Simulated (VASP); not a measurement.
## WAu: single point with PBE

The system is WAu.

```
W Au
1.0
     0.00000    2.74798    2.74798
     2.74798    0.00000    2.74798
     2.74798    2.74798    0.00000
W Au
1 1
Direct
  0.00000 0.00000 0.00000
  0.75000 0.75000 0.75000
```

- Program: VASP 6.6.1
- Task: single point
- Functional: PBE
- Potentials or basis: VASP PAW PBE potentials, release 64 (W_sv, Au)
- Cutoff: 520 eV
- k mesh: 8 × 8 × 8
- Occupations: gaussian, width 0.025 eV
- Spin: no spin polarisation
- Dipole correction: no
- Further INCAR settings: ALGO = Normal; EDIFF = 1e-06; NBANDS = 20

The pressure is 33.1 GPa.

Levels at points of the mesh, in eV from the Fermi level:
```
           k point  band 11  band 12  band 13  band 14  band 15  band 16
(0.00, 0.00, 0.00)    -0.82    -0.82    -0.82     2.17     2.17     9.24
(0.50, 0.00, 0.00)    -2.17    -0.18    -0.18     1.86     1.86     2.65
(0.50, 0.50, 0.00)    -3.16     0.42     1.51     2.02     2.02     3.71
```

It took 22 s on 1 thread of Intel(R) Xeon(R) Platinum 8259CL CPU @ 2.50GHz (Skylake/Cascade Lake), on a shared host, peak memory 0.18 GiB.

Caveat: spin-orbit coupling is left out, which moves the levels of the heavy elements.
